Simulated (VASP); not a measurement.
# LiH (F-43m) in VASP: further runs

The runs below take LiH through single point, with r2SCAN.

Program: VASP 6.6.1. These are calculated values, not measurements. Logs are shortened: lines on timing, memory, paths and dates and some standing lists are left out, and cuts for length are marked.

## (1) The cell of the first run

The structure is cubic, space group F-43m (No. 216). The conventional cell has a = 4.333 Å, b = 4.333 Å, c = 4.333 Å, α = 90.00°, β = 90.00°, γ = 90.00°. Within 2.5 Å of Li (site symmetry -43m) lie 4 H at 1.88 Å. H (site symmetry -43m) has 4 Li at 1.88 Å within 2.5 Å.

## (2) Single point, r2SCAN (volume changed by +3%)

The input, POSCAR:

```
LiH
1.0
    0.0000000000      2.1663622232      2.1663622232
    2.1663622232      0.0000000000      2.1663622232
    2.1663622232      2.1663622232      0.0000000000
Li H
1 1
Direct
    0.0000000000      0.0000000000      0.0000000000
    0.2500000000      0.2500000000      0.2500000000
```

The input, INCAR.step1:

```
PREC = Accurate
ENCUT = 520
ISMEAR = 0
SIGMA = 0.01
LREAL = F
LASPH = T
NELM = 60
NBANDS = 9
GGA = PE
ALGO = Normal
EDIFF = 1E-4
LWAVE = T
LCHARG = F
```

The input, INCAR.step2:

```
PREC = Accurate
ENCUT = 520
EDIFF = 1E-6
ISMEAR = 0
SIGMA = 0.01
LREAL = F
LASPH = T
NELM = 60
ALGO = Normal
ISIF = 2
LWAVE = F
LCHARG = F
METAGGA = R2SCAN
LMIXTAU = T
NBANDS = 9
ISTART = 1
```

The input, KPOINTS:

```
regular mesh
0
Gamma
  8 8 8
```

Potentials or basis: VASP PAW PBE potentials, release 64 (Li_sv, H).

Launch:

```
$ cat potpaw_PBE.64/Li_sv/POTCAR potpaw_PBE.64/H/POTCAR > POTCAR
$ cp INCAR.step1 INCAR
$ mpirun -np 1 vasp_std > vasp.out
$ cp INCAR.step2 INCAR
$ mpirun -np 1 vasp_std > vasp.out
```

OUTCAR:

```text
PREC = Accurate
   ENCUT = 520
   EDIFF = 1E-6
   ISMEAR = 0
   LREAL = F
   LASPH = T
   NELM = 60
   ISIF = 2
   METAGGA = R2SCAN
   ISTART = 1

 ion  position               nearest neighbor table
   1  0.000  0.000  0.000-
   2  0.250  0.250  0.250-

  LATTYP: Found a face centered cubic cell.
 ALAT       =     4.3327244464

  Lattice vectors:

 A1 = (   0.0000000000,   2.1663622232,   2.1663622232)
 A2 = (   2.1663622232,   0.0000000000,   2.1663622232)
 A3 = (   2.1663622232,   2.1663622232,   0.0000000000)

Analysis of symmetry for initial positions (statically):
=====================================================================
 Subroutine PRICEL returns:
 Original cell was already a primitive cell.

 Routine SETGRP: Setting up the symmetry group for a
 face centered cubic supercell.

 Subroutine GETGRP returns: Found 24 space group operations
 (whereof 24 operations were pure point group operations)
 out of a pool of 48 trial point group operations.

The static configuration has the point symmetry T_d .

Analysis of symmetry for dynamics (positions and initial velocities):
=====================================================================
 Subroutine PRICEL returns:
 Original cell was already a primitive cell.

 Routine SETGRP: Setting up the symmetry group for a
 face centered cubic supercell.

 Subroutine GETGRP returns: Found 24 space group operations
 (whereof 24 operations were pure point group operations)
 out of a pool of 48 trial point group operations.

The dynamic configuration has the point symmetry T_d .

 Subroutine INISYM returns: Found 24 space group operations
 (whereof 24 operations are pure point group operations),
 and found     1 'primitive' translations

----------------------------------------------------------------------------------------

                                     Primitive cell

  volume of cell :      20.3340

  direct lattice vectors                    reciprocal lattice vectors
     0.000000000  2.166362223  2.166362223    -0.230801661  0.230801661  0.230801661
     2.166362223  0.000000000  2.166362223     0.230801661 -0.230801661  0.230801661
     2.166362223  2.166362223  0.000000000     0.230801661  0.230801661 -0.230801661

  length of vectors
     3.063698837  3.063698837  3.063698837     0.399760204  0.399760204  0.399760204

  position of ions in fractional coordinates (direct lattice)
     0.000000000  0.000000000  0.000000000
     0.250000000  0.250000000  0.250000000

  ion indices of the primitive-cell ions
   primitive index   ion index
                 1           1
                 2           2

----------------------------------------------------------------------------------------

 KPOINTS: regular mesh

Automatic generation of k-mesh.
 Grid dimensions read from file:
 generate k-points for:    8    8    8

 Generating k-lattice:

  Cartesian coordinates                     Fractional coordinates (reciprocal lattice)
    -0.028850208  0.028850208  0.028850208     0.125000000  0.000000000  0.000000000
     0.028850208 -0.028850208  0.028850208     0.000000000  0.125000000  0.000000000
     0.028850208  0.028850208 -0.028850208     0.000000000  0.000000000  0.125000000

  Length of vectors
     0.049970025  0.049970025  0.049970025

  Shift w.r.t. Gamma in fractional coordinates (k-lattice)
     0.000000000  0.000000000  0.000000000

 Subroutine IBZKPT returns following result:
 ===========================================

 Found     29 irreducible k-points:

 Following reciprocal coordinates:
            Coordinates               Weight
  0.000000  0.000000  0.000000      1.000000
  0.125000  0.000000  0.000000      8.000000
  0.250000  0.000000  0.000000      8.000000
  0.375000  0.000000  0.000000      8.000000
  0.500000  0.000000  0.000000      4.000000
  0.125000  0.125000  0.000000      6.000000
[... 16 lines left out ...]
  0.500000  0.250000  0.125000     48.000000
 -0.375000  0.250000  0.125000     24.000000
 [... further k-points ...]
   k-points           NKPTS =     29   k-points in BZ     NKDIM =     29   number of bands    NBANDS=      9
   number of dos      NEDOS =    301   number of ions     NIONS =      2
   total plane-waves  NPLWV =  13824
   dimension x,y,z NGX =    24 NGY =   24 NGZ =   24
   dimension x,y,z NGXF=    48 NGYF=   48 NGZF=   48
   ions per type =               1   1
   NGX,Y,Z   is equivalent  to a cutoff of  13.02, 13.02, 13.02 a.u.
   NGXF,Y,Z  is equivalent  to a cutoff of  26.05, 26.05, 26.05 a.u.
 SYSTEM =  unknown system
   PREC   = accura    normal or accurate (medium, high low for compatibility)
   ISTART =      1    job   : 0-new  1-cont  2-samecut
   ICHARG =      0    charge: 1-file 2-atom 10-const
   ISPIN  =      1    spin polarized calculation?
   LNONCOLLINEAR =      F non collinear calculations
   LSORBIT =      F    spin-orbit coupling
   LASPH  =      T    aspherical Exc in radial PAW
   ENCUT  =  520.0 eV  38.22 Ry    6.18 a.u.   5.70  5.70  5.70*2*pi/ulx,y,z
   NELM   =     60;   NELMIN=  2; NELMDL=  0     # of ELM steps
   EDIFF  = 0.1E-05   stopping-criterion for ELM
   LREAL  =      F    real-space projection
   EDIFFG = 0.1E-04   stopping-criterion for IOM
   NSW    =      0    number of steps for IOM
   IBRION =     -1    ionic relax: 0-MD 1-quasi-New 2-CG
   NFREE  =      0    steps in history (QN), initial steepest desc. (CG)
   ISIF   =      2    stress and relaxation
   ISYM   =      2    0-nonsym 1-usesym 2-fastsym
   POTIM  = 0.5000    time-step for ionic-motion
   TEBEG  =    0.0;   TEEND  =   0.0 temperature during run
   PSTRESS=    0.0 pullay stress
   NELECT =       4.0000    total number of electrons
   NUPDOWN=      -1.0000    fix difference up-down
   EMIN   =  10.00;   EMAX   =-10.00  energy-range for DOS
   EFERMI =   0.00;   METHOD = LEGACY
   ISMEAR =     0;   SIGMA  =   0.01  broadening in eV -4-tet -1-fermi 0-gaus
   EFERMI_NEDOS =   21; number of points for ismear=-14 and -15
   IALGO  =     38    algorithm
   IMIX   =      4    mixing-type and parameters
     AMIX     =   0.40;   BMIX     =  1.00
     AMIX_MAG =   1.60;   BMIX_MAG =  1.00
  volume/ion in A,a.u.               =      10.17        68.61
  Fermi-wavevector in a.u.,A,eV,Ry     =   0.952110  1.799227 12.333862  0.906513
  Thomas-Fermi vector in A             =   2.080642
   LORBIT       =      0    0 simple, 1 ext, 2 COOP (PROOUT), +10 PAW based schemes
   METAGGA = R2SCAN    functional components
   LHFCALC =     F    Hartree Fock is set to
   AEXX    =    0.0000 exact exchange contribution
   IVDW    =     0    specifies the selected vdW correction
   LEPSILON=     F    determine dielectric tensor
   LRPA    =     F    only Hartree local field effects (RPA)
 non-spin polarized calculation
 Gauss-broadening in eV      SIGMA  =   0.01
  energy-cutoff  :      520.00
  volume of cell :       20.33
 maximum number of plane-waves:       568
   NGX = 11   NGY = 11   NGZ = 11

 number of electron       3.9999996 magnetization

 Free energy of the ion-electron system (eV)
  ---------------------------------------------------
  ext. energy  EPLUGINS =         0.00000000
  ---------------------------------------------------
  free energy    TOTEN  =        -6.70920939 eV

  energy without entropy =       -6.70920939  energy(sigma->0) =       -6.70920939

 E-fermi :  -1.8628     XC(G=0):  -7.8674

 val. band max:       -2.0306078387   @ k =  -0.2500   0.5000   0.2500
 cond. band min:       2.7093143334   @ k =   0.5000   0.0000   0.0000
 fundamental gap:      4.7399221721
 Fermi energy:        -1.8628005809

 k-point     1 :       0.0000    0.0000    0.0000
  band No.  band energies     occupation
      1     -46.8312      2.00000
      2      -5.6414      2.00000
      3      11.7996      0.00000
      4      16.5215      0.00000
      5      16.5215      0.00000
      6      16.5226      0.00000
      7      18.1613      0.00000
      8      18.1613      0.00000
      9      18.1614      0.00000

 k-point     2 :       0.1250    0.0000    0.0000
  band No.  band energies     occupation
      1     -46.8283      2.00000
      2      -5.3965      2.00000
      3      10.2135      0.00000
      4      14.7943      0.00000
      5      15.4917      0.00000
      6      15.4925      0.00000
      7      19.5643      0.00000
      8      19.5646      0.00000
      9      22.1378      0.00000

 k-point     3 :       0.2500    0.0000    0.0000
  band No.  band energies     occupation
      1     -46.8213      2.00000
      2      -4.6886      2.00000
      3       6.8595      0.00000
      4      14.5087      0.00000
      5      14.5095      0.00000
      6      14.7435      0.00000
      7      19.5959      0.00000
      8      19.5960      0.00000
      9      21.6961      0.00000

 k-point     4 :       0.3750    0.0000    0.0000
  band No.  band energies     occupation
      1     -46.8142      2.00000
      2      -3.6805      2.00000
      3       3.9768      0.00000
      4      14.0432      0.00000
      5      14.0441      0.00000
      6      14.9412      0.00000
      7      18.1479      0.00000
      8      18.1481      0.00000
      9      21.4072      0.00000

 k-point     5 :       0.5000    0.0000    0.0000
  band No.  band energies     occupation
      1     -46.8114      2.00000
      2      -3.0630      2.00000
      3       2.7093      0.00000
      4      13.9359      0.00000
      5      13.9368      0.00000
      6      14.9748      0.00000
      7      17.5466      0.00000
      8      17.5468      0.00000
      9      21.6228      0.00000

 k-point     6 :       0.1250    0.1250    0.0000
  band No.  band energies     occupation
      1     -46.8273      2.00000
      2      -5.3156      2.00000
      3      10.3571      0.00000
      4      13.8173      0.00000
      5      13.8177      0.00000
      6      16.4236      0.00000
      7      19.9319      0.00000
      8      20.4078      0.00000
      9      21.5988      0.00000
[... 169 lines left out ...]
 k-point    21 :       0.5000    0.5000    0.0000
  band No.  band energies     occupation
      1     -46.8047      2.00000
      2      -2.3481      2.00000
      3       5.7103      0.00000
      4       8.5772      0.00000
      5       9.3469      0.00000
      6       9.3472      0.00000
      7      17.5635      0.00000
      8      27.8428      0.00000
      9      32.4898      0.00000

 k-point    22 :       0.3750    0.2500    0.1250
  band No.  band energies     occupation
      1     -46.8160      2.00000
      2      -4.0895      2.00000
      3       6.3703      0.00000
      4      10.4712      0.00000
      5      12.9142      0.00000
      6      15.1246      0.00000
      7      17.8750      0.00000
      8      21.7559      0.00000
      9      23.8603      0.00000

 k-point    23 :       0.5000    0.2500    0.1250
  band No.  band energies     occupation
      1     -46.8104      2.00000
      2      -3.1494      2.00000
      3       4.2899      0.00000
      4       9.4721      0.00000
      5      11.7175      0.00000
      6      15.5211      0.00000
      7      18.4515      0.00000
      8      21.8065      0.00000
      9      24.7709      0.00000

 k-point    24 :      -0.3750    0.2500    0.1250
  band No.  band energies     occupation
      1     -46.8081      2.00000
      2      -2.5919      2.00000
      3       3.2435      0.00000
      4       9.2635      0.00000
      5      11.1910      0.00000
      6      15.5751      0.00000
      7      18.9328      0.00000
      8      22.3967      0.00000
      9      24.7121      0.00000

 [... further k-points ...]

------------------------ aborting loop because EDIFF is reached ----------------------------------------

  FORCE on cell =-STRESS in cart. coord.  units (eV):
  Direction    XX          YY          ZZ          XY          YZ          ZX
  --------------------------------------------------------------------------------------
  -------------------------------------------------------------------------------------
  Total       -0.1287502     -0.1287502     -0.1287502      0.0000000      0.0000000      0.0000000
  in kB      -10.1446073    -10.1446073    -10.1446073      0.0000000      0.0000000      0.0000000
  external PRESSURE =     -10.1446073 kB  Pullay stress =       0.0000000 kB

 VOLUME and BASIS-vectors are now :
 -----------------------------------------------------------------------------
  energy-cutoff  :      520.00
  volume of cell :       20.33
      direct lattice vectors                 reciprocal lattice vectors
     0.000000000  2.166362223  2.166362223    -0.230801661  0.230801661  0.230801661
     2.166362223  0.000000000  2.166362223     0.230801661 -0.230801661  0.230801661
     2.166362223  2.166362223  0.000000000     0.230801661  0.230801661 -0.230801661

 POSITION                                       TOTAL-FORCE (eV/Angst)
 -----------------------------------------------------------------------------------
      0.00000      0.00000      0.00000         0.000000      0.000000      0.000000
      1.08318      1.08318      1.08318        -0.000000     -0.000000     -0.000000
 -----------------------------------------------------------------------------------
    total drift:                                0.000000      0.000000     -0.000000

  FREE ENERGIE OF THE ION-ELECTRON SYSTEM (eV)
  ---------------------------------------------------
  free  energy   TOTEN  =        -6.7092093863 eV

  energy  without entropy=       -6.7092093863  energy(sigma->0) =       -6.70920939
```

It took 25 s on 1 thread of Intel Xeon Platinum 8488C (Sapphire Rapids), shared host; peak memory 0.13 GiB.

Results:

- Free energy: -6.7092 eV
- Band gap on the k mesh: 4.74 eV, indirect (least direct gap 5.77 eV)

Caveat: the cell differs from its parent crystal (volume changed by +3%); the cutoff is under 1.25 times the usual one of these potentials, so pressure, stress and relaxed cells hold a basis-set (Pulay) error; the PAW data sets were made with another functional, which shifts forces and pressure a little. A k mesh can miss the band edges.

## (3) Single point, r2SCAN (volume changed by +6%)

The input, POSCAR:

```
LiH
1.0
    0.0000000000      2.1871939072      2.1871939072
    2.1871939072      0.0000000000      2.1871939072
    2.1871939072      2.1871939072      0.0000000000
Li H
1 1
Direct
    0.0000000000      0.0000000000      0.0000000000
    0.2500000000      0.2500000000      0.2500000000
```

The input, INCAR.step1:

```
SYSTEM = LiH
PREC = Accurate
ENCUT = 520
ISMEAR = 0
SIGMA = 0.01
LREAL = .FALSE.
LASPH = .TRUE.
NELM = 80
NBANDS = 9
GGA = PE
ALGO = Normal
EDIFF = 1E-4
LWAVE = .TRUE.
LCHARG = .FALSE.
```

The input, INCAR.step2:

```
SYSTEM = LiH
PREC = Accurate
ENCUT = 520
EDIFF = 1E-6
ISMEAR = 0
SIGMA = 0.01
LREAL = .FALSE.
LASPH = .TRUE.
NELM = 80
ALGO = Normal
ISIF = 2
LWAVE = .FALSE.
LCHARG = .TRUE.
METAGGA = R2SCAN
LMIXTAU = .TRUE.
LELF = .TRUE.
LVHAR = .TRUE.
NBANDS = 9
ISTART = 1
```

The input, KPOINTS:

```
Automatic mesh
0
G
  8 8 8
  0 0 0
```

Potentials or basis: VASP PAW PBE potentials, release 64 (Li_sv, H).

Launch:

```
$ cat potpaw_PBE.64/Li_sv/POTCAR potpaw_PBE.64/H/POTCAR > POTCAR
$ cp INCAR.step1 INCAR
$ mpirun -np 1 vasp_std > vasp.out
$ cp INCAR.step2 INCAR
$ mpirun -np 1 vasp_std > vasp.out
```

Wall time 19 s (1 thread of Intel Xeon Platinum 8488C (Sapphire Rapids), shared host); peak memory 0.13 GiB.

It converged, with:

| Quantity | Value |
| --- | --- |
| Free energy | -6.7049 eV |
| Band gap on the k mesh | 4.70 eV, indirect (least direct gap 5.70 eV) |

Levels at points of the mesh, in eV from the valence-band top:
```tsv
k point	band 1	band 2	band 3	band 4	band 5
(0.00, 0.00, 0.00)	-44.87	-3.54	13.56	18.25	18.25
(0.50, 0.00, 0.00)	-44.85	-1.00	4.70	15.72	15.72
(0.50, 0.50, 0.00)	-44.85	-0.31	7.65	10.46	11.22
```

Caveat: the cell differs from its parent crystal (volume changed by +6%); the cutoff is under 1.25 times the usual one of these potentials, so pressure, stress and relaxed cells hold a basis-set (Pulay) error; the PAW data sets were made with another functional, which shifts forces and pressure a little. A k mesh can miss the band edges.

## (4) Single point, r2SCAN

This run uses another cell than the first one, of 9.87 Å³/atom, 0.971 times its volume.

The input, POSCAR:

```
LiH
1.0
    0.0000000000      2.1451220101      2.1451220101
    2.1451220101      0.0000000000      2.1451220101
    2.1451220101      2.1451220101      0.0000000000
Li H
1 1
Direct
    0.0000000000      0.0000000000      0.0000000000
    0.2500000000      0.2500000000      0.2500000000
```

The input, INCAR.step1:

```
SYSTEM = LiH
PREC = Accurate
ENCUT = 520
ISMEAR = 0
SIGMA = 0.01
LREAL = .False.
LASPH = .True.
NELM = 80
NBANDS = 9
GGA = PE
ALGO = Normal
EDIFF = 1E-4
LWAVE = .True.
LCHARG = .False.
```

The input, INCAR.step2:

```
SYSTEM = LiH
PREC = Accurate
ENCUT = 520
EDIFF = 1E-6
ISMEAR = 0
SIGMA = 0.01
LREAL = .False.
LASPH = .True.
NELM = 80
ALGO = Normal
ISIF = 2
LWAVE = .False.
LCHARG = .True.
METAGGA = R2SCAN
LMIXTAU = .True.
LELF = .True.
LVHAR = .True.
NBANDS = 9
ISTART = 1
```

The input, KPOINTS:

```
Automatic mesh
0
Gamma
  10 10 10
  0 0 0
```

Launch:

```
$ cat potpaw_PBE.64/Li_sv/POTCAR potpaw_PBE.64/H/POTCAR > POTCAR
$ cp INCAR.step1 INCAR
$ mpirun -np 1 vasp_std > vasp.out
$ cp INCAR.step2 INCAR
$ mpirun -np 1 vasp_std > vasp.out
```

Run time: 38 s. Hardware: 1 thread of Intel Xeon Platinum 8488C (Sapphire Rapids), shared host; peak memory 0.13 GiB.

The run converged. Its results:

| Quantity | Value |
| --- | --- |
| Free energy | -6.7105 eV |
| Band gap on the k mesh | 4.82 eV, indirect (least direct gap 5.85 eV) |

Levels at points of the mesh, in eV from the valence-band top:
```tsv
k point	band 1	band 2	band 3	band 4	band 5
(0.00, 0.00, 0.00)	-44.69	-3.65	14.15	18.90	18.90
(0.50, 0.00, 0.00)	-44.67	-1.03	4.82	16.27	16.27
(0.50, 0.50, 0.00)	-44.66	-0.30	7.87	10.80	11.57
```

Caveat: the cutoff is under 1.25 times the usual one of these potentials, so pressure, stress and relaxed cells hold a basis-set (Pulay) error; the PAW data sets were made with another functional, which shifts forces and pressure a little.

## (5) Overview

| cell | k mesh | gap on the mesh (eV) |
| --- | --- | --- |
| a = 3.064 Å, angles 60.0°, 2 atoms | 8 × 8 × 8 | 4.74 |
| a = 3.093 Å, angles 60.0°, 2 atoms | 8 × 8 × 8 | 4.70 |
| a = 3.034 Å, angles 60.0°, 2 atoms | 10 × 10 × 10 | 4.82 |

Alike in all rows: task single point; level r2SCAN; potentials or basis VASP PAW PBE potentials, release 64 (Li_sv, H); no spin polarisation; cutoff (eV) 520; smearing gaussian 0.01 eV.

Caveats: the cutoff is under 1.25 times the usual one of these potentials, so pressure, stress and relaxed cells hold a basis-set (Pulay) error; the PAW data sets were made with another functional, which shifts forces and pressure a little.

Total energies depend on the potentials used, so only differences within one code and one set of settings carry meaning.
